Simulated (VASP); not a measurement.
The system is InAgTe2.

```
In Ag Te
1.0
    -3.28468    3.28468    6.49877
     3.28468   -3.28468    6.49877
     3.28468    3.28468   -6.49877
In Ag Te
2 2 4
Direct
  0.50000 0.50000 0.00000
  0.25000 0.75000 0.50000
  0.00000 0.00000 0.00000
  0.75000 0.25000 0.50000
  0.37500 0.36943 0.49443
  0.63057 0.12500 0.00557
  0.87500 0.88057 0.50557
  0.11943 0.62500 0.99443
```

```yaml
Program: VASP 6.6.1
Task: relaxation of cell and atoms
Functional: PBEsol
Potentials_or_basis: VASP PAW PBE potentials, release 64 (In_d, Ag, Te)
Cutoff: 500 eV
k_mesh: 8 × 8 × 8
Occupations: gaussian, width 0.1 eV
Spin: no spin polarisation
```

At the start: pressure -2.3 GPa; volume 35.06 Å³/atom.

**Question.** Where does the relaxation end?

**Answer.** Over 10 steps the energy falls by 16.0 meV/atom and the volume is 33.00 Å³/atom (-5.9 %); space group I-42d (No. 122, to 0.1 Å) before and after.

The path:
| step | energy change (eV) | largest force (eV/Å) | pressure (GPa) | volume (Å³) |
| --- | --- | --- | --- | --- |
| 1 | 0.0000 | 0.0625 | -2.28 | 280.46 |
| 2 | -0.1167 | 0.1474 | 0.62 | 260.71 |
| 3 | -0.1233 | 0.1317 | 0.02 | 264.17 |
| 4 | -0.1232 | 0.1303 | -0.04 | 264.49 |
| 5 | -0.1259 | 0.0891 | -0.03 | 264.37 |
| 6 | -0.1283 | 0.0007 | -0.03 | 264.12 |
| 7 | -0.1283 | 0.0007 | 0.03 | 263.81 |
| 8 | -0.1283 | 0.0006 | 0.02 | 263.83 |
| 9 | -0.1284 | 0.0009 | 0.01 | 263.89 |
| 10 | -0.1284 | 0.0012 | -0.01 | 263.98 |

Final structure:
```
In Ag Te
1.0
    -3.21515    3.21515    6.38425
     3.21515   -3.21515    6.38425
     3.21515    3.21515   -6.38425
In Ag Te
2 2 4
Cartesian
  0.0000 0.0000 6.3842
  3.2151 0.0000 3.1921
  0.0000 0.0000 0.0000
  0.0000 3.2151 3.1921
  1.5500 1.6076 1.5961
  -1.6076 1.6651 4.7882
  1.6651 1.6076 7.9803
  4.8227 1.5500 -1.5961
```

Caveat: the PAW data sets were made with another functional, which shifts forces and pressure a little.
